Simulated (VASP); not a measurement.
# BN (P6_3mc) in VASP: settings compared

The runs below take BN through single point, relaxation of cell and atoms, with PBEsol, PBE.

Everything below comes from runs of VASP 6.6.1. Logs are shortened: lines on timing, memory, paths and dates and some standing lists are left out, and cuts for length are marked.

**1. The cell of the first run**

Symmetry: P6_3mc, No. 186, hexagonal system. Conventional cell: a = 2.541 Å, b = 2.541 Å, c = 4.203 Å, α = 90.00°, β = 90.00°, γ = 120.00°. Within 2.1 Å of N (site symmetry 3m) lie 4 B at 1.56 to 1.57 Å. B (site symmetry 3m) has 4 N at 1.56 to 1.57 Å within 2.1 Å.

**2. Single point, PBEsol**

Contents of INCAR:

```
SYSTEM = BN
PREC = Accurate
ENCUT = 520
EDIFF = 1E-6
ISMEAR = -1
SIGMA = 0.05
LREAL = .False.
LASPH = .True.
NELM = 80
ALGO = Normal
ISIF = 2
LWAVE = .False.
LCHARG = .False.
GGA = PS
NBANDS = 16
```

Contents of KPOINTS:

```
regular mesh
0
Gamma
  12 12 6
  0 0 0
```

Contents of POSCAR:

```
BN
1.0
    2.5410111718      0.0000000000      0.0000000000
   -1.2705055859      2.2005802260      0.0000000000
    0.0000000000      0.0000000000      4.2032949972
N B
2 2
Direct
    0.3333333333      0.6666666667      0.1252670282
    0.6666666667      0.3333333333      0.6252670282
    0.3333333333      0.6666666667      0.4997329718
    0.6666666667      0.3333333333      0.9997329718
```

Potentials or basis: VASP PAW PBE potentials, release 64 (N, B).

On the command line:

```
> cat potpaw_PBE.64/N/POTCAR potpaw_PBE.64/B/POTCAR > POTCAR
> mpirun -np 1 vasp_std > vasp.out
```

OUTCAR:

```text
SYSTEM = BN
   PREC = Accurate
   ENCUT = 520
   EDIFF = 1E-6
   ISMEAR = -1
   LREAL = .False.
   LASPH = .True.
   NELM = 80
   ISIF = 2
   GGA = PS

 ion  position               nearest neighbor table
   1  0.333  0.667  0.125-   4 1.56   4 1.56   4 1.56   3 1.57
   2  0.667  0.333  0.625-   3 1.56   3 1.56   3 1.56   4 1.57
   3  0.333  0.667  0.500-   2 1.56   2 1.56   2 1.56   1 1.57
   4  0.667  0.333  1.000-   1 1.56   1 1.56   1 1.56   2 1.57

  LATTYP: Found a hexagonal cell.
 ALAT       =     2.5410111718
 C/A-ratio  =     1.6541820216

  Lattice vectors:

 A1 = (   2.5410111718,   0.0000000000,   0.0000000000)
 A2 = (  -1.2705055859,   2.2005802260,   0.0000000000)
 A3 = (   0.0000000000,   0.0000000000,   4.2032949972)

Analysis of symmetry for initial positions (statically):
=====================================================================
 Subroutine PRICEL returns:
 Original cell was already a primitive cell.

 Routine SETGRP: Setting up the symmetry group for a
 hexagonal supercell.

 Subroutine GETGRP returns: Found 12 space group operations
 (whereof  6 operations were pure point group operations)
 out of a pool of 24 trial point group operations.

The static configuration has the point symmetry C_3v.
 The point group associated with its full space group is C_6v.

Analysis of symmetry for dynamics (positions and initial velocities):
=====================================================================
 Subroutine PRICEL returns:
 Original cell was already a primitive cell.

 Routine SETGRP: Setting up the symmetry group for a
 hexagonal supercell.

 Subroutine GETGRP returns: Found 12 space group operations
 (whereof  6 operations were pure point group operations)
 out of a pool of 24 trial point group operations.

The dynamic configuration has the point symmetry C_3v.
 The point group associated with its full space group is C_6v.

 Subroutine INISYM returns: Found 12 space group operations
 (whereof  6 operations are pure point group operations),
 and found     1 'primitive' translations

----------------------------------------------------------------------------------------

                                     Primitive cell

  volume of cell :      23.5036

  direct lattice vectors                    reciprocal lattice vectors
     2.541011172  0.000000000  0.000000000     0.393544118  0.227212802  0.000000000
    -1.270505586  2.200580226  0.000000000     0.000000000  0.454425605  0.000000000
     0.000000000  0.000000000  4.203294997     0.000000000  0.000000000  0.237908593

  length of vectors
     2.541011172  2.541011172  4.203294997     0.454425605  0.454425605  0.237908593

  position of ions in fractional coordinates (direct lattice)
     0.333333333  0.666666667  0.125267028
     0.666666667  0.333333333  0.625267028
     0.333333333  0.666666667  0.499732972
     0.666666667  0.333333333  0.999732972

  ion indices of the primitive-cell ions
   primitive index   ion index
                 1           1
                 2           2
                 3           3
                 4           4

----------------------------------------------------------------------------------------

 KPOINTS: regular mesh

Automatic generation of k-mesh.
 Grid dimensions read from file:
 generate k-points for:   12   12    6

 Generating k-lattice:

  Cartesian coordinates                     Fractional coordinates (reciprocal lattice)
     0.032795343  0.018934400  0.000000000     0.083333333  0.000000000  0.000000000
     0.000000000  0.037868800  0.000000000     0.000000000  0.083333333  0.000000000
     0.000000000  0.000000000  0.039651432     0.000000000  0.000000000  0.166666667

  Length of vectors
     0.037868800  0.037868800  0.039651432

  Shift w.r.t. Gamma in fractional coordinates (k-lattice)
     0.000000000  0.000000000  0.000000000

 Subroutine IBZKPT returns following result:
 ===========================================

 Found     76 irreducible k-points:

 Following reciprocal coordinates:
            Coordinates               Weight
  0.000000  0.000000  0.000000      1.000000
  0.083333 -0.000000  0.000000      6.000000
  0.166667 -0.000000  0.000000      6.000000
  0.250000 -0.000000  0.000000      6.000000
  0.333333 -0.000000  0.000000      6.000000
  0.416667  0.000000  0.000000      6.000000
[... 16 lines left out ...]
  0.250000 -0.000000  0.166667     12.000000
  0.333333 -0.000000  0.166667     12.000000
 [... further k-points ...]
   k-points           NKPTS =     76   k-points in BZ     NKDIM =     76   number of bands    NBANDS=     16
   number of dos      NEDOS =    301   number of ions     NIONS =      4
   total plane-waves  NPLWV =  12800
   dimension x,y,z NGX =    20 NGY =   20 NGZ =   32
   dimension x,y,z NGXF=    40 NGYF=   40 NGZF=   64
   ions per type =               2   2
   NGX,Y,Z   is equivalent  to a cutoff of  13.09, 13.09, 12.66 a.u.
   NGXF,Y,Z  is equivalent  to a cutoff of  26.17, 26.17, 25.31 a.u.
 SYSTEM =  BN
   PREC   = accura    normal or accurate (medium, high low for compatibility)
   ISTART =      0    job   : 0-new  1-cont  2-samecut
   ICHARG =      2    charge: 1-file 2-atom 10-const
   ISPIN  =      1    spin polarized calculation?
   LNONCOLLINEAR =      F non collinear calculations
   LSORBIT =      F    spin-orbit coupling
   LASPH  =      T    aspherical Exc in radial PAW
   ENCUT  =  520.0 eV  38.22 Ry    6.18 a.u.   4.72  4.72  7.82*2*pi/ulx,y,z
   NELM   =     80;   NELMIN=  2; NELMDL= -5     # of ELM steps
   EDIFF  = 0.1E-05   stopping-criterion for ELM
   LREAL  =      F    real-space projection
   EDIFFG = 0.1E-04   stopping-criterion for IOM
   NSW    =      0    number of steps for IOM
   IBRION =     -1    ionic relax: 0-MD 1-quasi-New 2-CG
   NFREE  =      0    steps in history (QN), initial steepest desc. (CG)
   ISIF   =      2    stress and relaxation
   ISYM   =      2    0-nonsym 1-usesym 2-fastsym
   POTIM  = 0.5000    time-step for ionic-motion
   TEBEG  =    0.0;   TEEND  =   0.0 temperature during run
   PSTRESS=    0.0 pullay stress
   NELECT =      16.0000    total number of electrons
   NUPDOWN=      -1.0000    fix difference up-down
   EMIN   =  10.00;   EMAX   =-10.00  energy-range for DOS
   EFERMI =   0.00;   METHOD = LEGACY
   ISMEAR =    -1;   SIGMA  =   0.05  broadening in eV -4-tet -1-fermi 0-gaus
   EFERMI_NEDOS =   21; number of points for ismear=-14 and -15
   IALGO  =     38    algorithm
   IMIX   =      4    mixing-type and parameters
     AMIX     =   0.40;   BMIX     =  1.00
     AMIX_MAG =   1.60;   BMIX_MAG =  1.00
  volume/ion in A,a.u.               =       5.88        39.65
  Fermi-wavevector in a.u.,A,eV,Ry     =   1.440136  2.721463 28.218383  2.073993
  Thomas-Fermi vector in A             =   2.558914
   LORBIT       =      0    0 simple, 1 ext, 2 COOP (PROOUT), +10 PAW based schemes
   GGA     = PS    functional components
   LHFCALC =     F    Hartree Fock is set to
   AEXX    =    0.0000 exact exchange contribution
   IVDW    =     0    specifies the selected vdW correction
   LEPSILON=     F    determine dielectric tensor
   LRPA    =     F    only Hartree local field effects (RPA)
 non-spin polarized calculation
  energy-cutoff  :      520.00
  volume of cell :       23.50
 maximum number of plane-waves:       652
 NGX is ok and might be reduce to    20
   NGX =  9   NGY =  9   NGZ = 15

 number of electron      16.0000000 magnetization

 Free energy of the ion-electron system (eV)
  ---------------------------------------------------
  ext. energy  EPLUGINS =         0.00000000
  ---------------------------------------------------
  free energy    TOTEN  =       -36.62577649 eV

  energy without entropy =      -36.62577649  energy(sigma->0) =      -36.62577649

 E-fermi :   8.5182     XC(G=0): -13.0324

 val. band max:        7.5891259652   @ k =   0.0000   0.0000   0.0000
 cond. band min:      12.5353919557   @ k =   0.3333   0.3333   0.0000
 fundamental gap:      4.9462659905
 Fermi energy:         8.5181609163

 k-point     1 :       0.0000    0.0000    0.0000
  band No.  band energies     occupation
      1     -12.9047      2.00000
      2      -8.6761      2.00000
      3      -3.4765      2.00000
      4       5.4415      2.00000
      5       5.4415      2.00000
      6       7.3068      2.00000
[... 8 lines left out ...]
     15      19.4796      0.00000
     16      23.7274      0.00000

 k-point     2 :       0.0833   -0.0000    0.0000
  band No.  band energies     occupation
      1     -12.7520      2.00000
      2      -8.5584      2.00000
      3      -3.3254      2.00000
      4       4.7412      2.00000
      5       5.1533      2.00000
      6       7.0097      2.00000
[... 8 lines left out ...]
     15      19.9251      0.00000
     16      23.4903      0.00000

 k-point     3 :       0.1667   -0.0000    0.0000
  band No.  band energies     occupation
      1     -12.2985      2.00000
      2      -8.2213      2.00000
      3      -2.8774      2.00000
      4       3.0579      2.00000
      5       4.4786      2.00000
      6       5.5873      2.00000
[... 8 lines left out ...]
     15      21.0829      0.00000
     16      22.7976      0.00000

 k-point     4 :       0.2500   -0.0000    0.0000
  band No.  band energies     occupation
      1     -11.5610      2.00000
      2      -7.7272      2.00000
      3      -2.1535      2.00000
      4       1.0644      2.00000
      5       3.7254      2.00000
      6       3.8068      2.00000
[... 8 lines left out ...]
     15      22.5787      0.00000
     16      22.9800      0.00000

 k-point     5 :       0.3333   -0.0000    0.0000
  band No.  band energies     occupation
      1     -10.5797      2.00000
      2      -7.2466      2.00000
      3      -1.2288      2.00000
      4      -0.6963      2.00000
      5       2.0232      2.00000
      6       3.0926      2.00000
[... 8 lines left out ...]
     15      23.4359      0.00000
     16      24.0248      0.00000

 k-point     6 :       0.4167    0.0000    0.0000
  band No.  band energies     occupation
      1      -9.4657      2.00000
      2      -7.1542      2.00000
      3      -1.8048      2.00000
      4      -0.1904      2.00000
      5       0.5814      2.00000
      6       2.6821      2.00000
[... 8 lines left out ...]
     15      23.6710      0.00000
     16      25.0645      0.00000

 k-point     7 :       0.5000   -0.0000    0.0000
  band No.  band energies     occupation
      1      -8.7359      2.00000
      2      -7.4570      2.00000
      3      -1.9981      2.00000
      4      -0.2855      2.00000
      5       0.6006      2.00000
      6       2.5407      2.00000
[... 8 lines left out ...]
     15      23.9542      0.00000
     16      25.4412      0.00000

 k-point     8 :       0.0833    0.0833    0.0000
  band No.  band energies     occupation
      1     -12.4488      2.00000
      2      -8.3307      2.00000
      3      -3.0256      2.00000
      4       3.6953      2.00000
      5       4.4635      2.00000
      6       6.1768      2.00000
[... 8 lines left out ...]
     15      20.9149      0.00000
     16      23.0898      0.00000

 k-point     9 :       0.1667    0.0833    0.0000
  band No.  band energies     occupation
      1     -11.8527      2.00000
      2      -7.9109      2.00000
      3      -2.4382      2.00000
      4       2.0208      2.00000
      5       3.4157      2.00000
      6       4.8538      2.00000
[... 8 lines left out ...]
     15      22.2011      0.00000
     16      22.8601      0.00000
[... 172 lines left out ...]
 k-point    19 :       0.3333    0.3333    0.0000
  band No.  band energies     occupation
      1      -7.5072      2.00000
      2      -7.5072      2.00000
      3      -1.8120      2.00000
      4       0.3375      2.00000
      5       0.3375      2.00000
      6       2.0574      2.00000
[... 8 lines left out ...]
     15      22.7569      0.00000
     16      22.7569      0.00000

 k-point    20 :       0.0000    0.0000    0.1667
  band No.  band energies     occupation
      1     -12.7368      2.00000
      2      -9.2623      2.00000
      3      -2.5935      2.00000
      4       5.5601      2.00000
      5       5.5601      2.00000
      6       6.4013      2.00000
[... 8 lines left out ...]
     15      19.1633      0.00000
     16      23.2965      0.00000

 k-point    21 :       0.0833   -0.0000    0.1667
  band No.  band energies     occupation
      1     -12.5849      2.00000
      2      -9.1355      2.00000
      3      -2.4573      2.00000
      4       4.8662      2.00000
      5       5.2769      2.00000
      6       6.2279      2.00000
[... 8 lines left out ...]
     15      19.6090      0.00000
     16      23.1758      0.00000

 k-point    22 :       0.1667   -0.0000    0.1667
  band No.  band energies     occupation
      1     -12.1338      2.00000
      2      -8.7689      2.00000
      3      -2.0626      2.00000
      4       3.2036      2.00000
      5       4.6116      2.00000
      6       5.1427      2.00000
[... 8 lines left out ...]
     15      20.7632      0.00000
     16      22.8324      0.00000

 k-point    23 :       0.2500   -0.0000    0.1667
  band No.  band energies     occupation
      1     -11.4011      2.00000
      2      -8.2144      2.00000
      3      -1.4852      2.00000
      4       1.2826      2.00000
      5       3.3662      2.00000
      6       3.8659      2.00000
[... 8 lines left out ...]
     15      22.2390      0.00000
     16      23.0840      0.00000

 k-point    24 :       0.3333   -0.0000    0.1667
  band No.  band energies     occupation
      1     -10.4297      2.00000
      2      -7.6161      2.00000
      3      -1.3341      2.00000
      4       0.1294      2.00000
      5       1.5655      2.00000
      6       3.2378      2.00000
[... 8 lines left out ...]
     15      23.6369      0.00000
     16      23.8944      0.00000

 [... further k-points ...]
[... 5 lines left out ...]
  --------------------------------------------------------------------------------------
  -------------------------------------------------------------------------------------
  Total        0.0921159      0.0921159      0.0829254      0.0000000      0.0000000      0.0000000
  in kB        6.2793028      6.2793028      5.6528085      0.0000000      0.0000000      0.0000000
  external PRESSURE =       6.0704713 kB  Pullay stress =       0.0000000 kB

 VOLUME and BASIS-vectors are now :
 -----------------------------------------------------------------------------
  energy-cutoff  :      520.00
  volume of cell :       23.50
      direct lattice vectors                 reciprocal lattice vectors
     2.541011172  0.000000000  0.000000000     0.393544118  0.227212802  0.000000000
    -1.270505586  2.200580226  0.000000000     0.000000000  0.454425605  0.000000000
     0.000000000  0.000000000  4.203294997     0.000000000  0.000000000  0.237908593

 POSITION                                       TOTAL-FORCE (eV/Angst)
 -----------------------------------------------------------------------------------
     -0.00000      1.46705      0.52653         0.000000     -0.000000      0.003078
      1.27051      0.73353      2.62818        -0.000000      0.000000      0.003078
     -0.00000      1.46705      2.10053        -0.000000      0.000000     -0.003078
      1.27051      0.73353      4.20217        -0.000000      0.000000     -0.003078
 -----------------------------------------------------------------------------------
    total drift:                               -0.000000      0.000000      0.000441

  FREE ENERGIE OF THE ION-ELECTRON SYSTEM (eV)
  ---------------------------------------------------
  free  energy   TOTEN  =       -36.6257764934 eV

  energy  without entropy=      -36.6257764933  energy(sigma->0) =      -36.62577649
```

It took 9.3 s on 1 thread of Intel Xeon 6975P-C (Granite Rapids), shared host; peak memory 0.14 GiB.

What came out:

* Free energy: -36.6258 eV
* Pressure: 0.6 GPa
* Largest force: 0.003 eV/Å
* Band gap on the k mesh: 4.95 eV, indirect (least direct gap 8.22 eV)

Forces on the atoms (eV/Å):
```
N    0.000  0.000  0.003
N    0.000  0.000  0.003
B    0.000  0.000 -0.003
B    0.000  0.000 -0.003
```

Caveat: the PAW data sets were made with another functional, which shifts forces and pressure a little.

**3. Single point, PBE**

This run uses another cell than the first one, of 5.97 Å³/atom, 1.016 times its volume.

Contents of INCAR:

```
ALGO     = Normal         # electronic algorithm
EDIFF    = 1E-7           # SCF threshold, eV
ENCUT    = 520            # plane-wave cutoff, eV
GGA      = PE             # functional
ISIF     = 2              # what is computed and relaxed
ISMEAR   = -1             # smearing method
LASPH    = T              # aspherical terms in the spheres
LCHARG   = F              # write CHGCAR
LREAL    = F              # projectors in reciprocal space
LWAVE    = F              # write WAVECAR
NBANDS   = 16             # bands
NELM     = 80             # most SCF steps
PREC     = Accurate       # precision mode
SIGMA    = 0.05           # smearing width, eV
```

Contents of KPOINTS:

```
k-points
0
Gamma
  12 12 6
```

Contents of POSCAR:

```
BN
1.0
    2.5545800929      0.0000000000      0.0000000000
   -1.2772900465      2.2123312565      0.0000000000
    0.0000000000      0.0000000000      4.2245145432
N B
2 2
Direct
    0.3333333333      0.6666666667      0.1251941442
    0.6666666667      0.3333333333      0.6251941442
    0.3333333333      0.6666666667      0.4998058558
    0.6666666667      0.3333333333      0.9998058558
```

Potentials or basis: VASP PAW PBE potentials, release 64 (N, B).

On the command line:

```
> cat potpaw_PBE.64/N/POTCAR potpaw_PBE.64/B/POTCAR > POTCAR
> mpirun -np 1 vasp_std > vasp.out
```

Run time: 9.9 s. Hardware: 1 thread of Intel Xeon 6975P-C (Granite Rapids), shared host; peak memory 0.14 GiB.

The run converged. Its results:

```yaml
Free_energy: -34.8327 eV
Pressure: 0.2 GPa
Band_gap_on_the_k_mesh: 5.21 eV, indirect (least direct gap 8.24 eV)
```

Levels at points of the mesh, in eV from the valence-band top:
```tsv
k point	band 4	band 5	band 6	band 7	band 8	band 9	band 10	band 11	band 12	band 13
(0.00, 0.00, 0.00)	-2.10	-2.10	-0.26	0.00	0.00	8.33	8.33	8.55	9.41	10.63
(0.50, 0.00, 0.00)	-7.74	-6.85	-4.93	-4.36	-2.09	6.68	7.94	10.56	11.39	12.81
(0.00, 0.00, 0.50)	-5.67	-1.16	-1.16	-1.16	-1.16	9.40	9.40	9.87	9.87	9.87
(0.50, 0.00, 0.50)	-9.93	-3.73	-3.73	-3.53	-3.53	6.56	6.56	9.97	9.97	14.18
```

A k mesh can miss the band edges. Expect the measured gap to be larger: semilocal functionals such as PBE lack the derivative discontinuity.

[end of part 1 of 2]
